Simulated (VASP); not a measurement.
Input of a VASP 6.6.1 run:

INCAR

```
PREC     = Accurate       # precision mode
ENCUT    = 520            # plane-wave cutoff, eV
EDIFF    = 1E-6           # SCF threshold, eV
ISMEAR   = 0              # smearing method
SIGMA    = 0.1            # smearing width, eV
LREAL    = F              # projectors in reciprocal space
LASPH    = T              # aspherical terms in the spheres
NELM     = 60             # most SCF steps
ALGO     = Normal         # electronic algorithm
ISIF     = 2              # what is computed and relaxed
LWAVE    = F              # write WAVECAR
LCHARG   = T              # write CHGCAR
GGA      = PE             # functional
LELF     = T              # ELF
LVHAR    = T            
NBANDS   = 26             # bands
```

KPOINTS

```
regular mesh
0
Gamma
  6 6 6
```

POSCAR

```
Al2GaP3
1.0
   -1.9480384571      1.9480384571      8.2442870727
    1.9480384571     -1.9480384571      8.2442870727
    1.9480384571      1.9480384571     -8.2442870727
Al Ga P
2 1 3
Direct
    0.6666732240      0.6666732240      0.0000000000
    0.3333267760      0.3333267760      0.0000000000
    0.0000000000      0.0000000000      0.0000000000
    0.4162965389      0.9162965389      0.5000000000
    0.0837034611      0.5837034611      0.5000000000
    0.7500000000      0.2500000000      0.5000000000
```

Potentials or basis: VASP PAW PBE potentials, release 64 (Al, Ga_d, P).

Command:

```bash
$ cat potpaw_PBE.64/Al/POTCAR potpaw_PBE.64/Ga_d/POTCAR potpaw_PBE.64/P/POTCAR > POTCAR
$ mpirun -np 1 vasp_std > vasp.out
```

What does it give for the largest force?

0.008 eV/Å.

Predict the band gap on the k mesh.

1.64 eV (least direct gap 1.83 eV).

Forces in eV/Å, atoms in the order of the input:
```
Al   0.000  0.000  0.001
Al   0.000  0.000 -0.001
Ga   0.000  0.000  0.000
P    0.000  0.000 -0.008
P    0.000  0.000  0.008
P    0.000  0.000  0.000
```

A k mesh can miss the band edges.
